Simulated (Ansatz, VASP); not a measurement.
## Two plane-wave programs on C

```
C
1.0
     0.00000    2.06319    3.44844
     1.19116    0.00000    3.44844
     1.19116    2.06319    0.00000
C
2
Direct
  0.16667 0.83333 0.16667
  0.83333 0.16667 0.83333
```

Change from the starting cell: strain -0.030 along x and y, +0.030 along z, atoms carried along.

Alike in both runs: task single point; functional LDA; k mesh 14 × 14 × 14; occupations gaussian, width 0.05 eV; no spin polarisation.

```csv
,VASP,Ansatz
version,VASP 6.6.1,Ansatz 0.2.0
potentials or method,"VASP PAW LDA potentials, release 64 (C), cutoff 520 eV","scalar-relativistic, plane waves, PAW"
valence electrons in the cell,8,8
```

VASP gave:

| Quantity | Value |
| --- | --- |
| gap on the k mesh at the Fermi level (eV) | 0.57 |
| least direct gap on the mesh (eV) | 0.69 |
| pressure (GPa) | 24.9 |
| traceless stress, the component that is largest in VASP (GPa) | -25.77 |
| rms of the force components (eV/Å) | 0.014 |

Which values does Ansatz return?

gap on the k mesh at the Fermi level (eV): 0.57; least direct gap on the mesh (eV): 0.69; pressure (GPa): 24.1; traceless stress, the component that is largest in VASP (GPa): -24.84; rms of the force components (eV/Å): 0.014.

LDA's correlation is that of Perdew and Zunger in VASP and of Perdew and Wang (1992) in Ansatz. Atom by atom the forces differ by 0.000 eV/Å (rms over components).
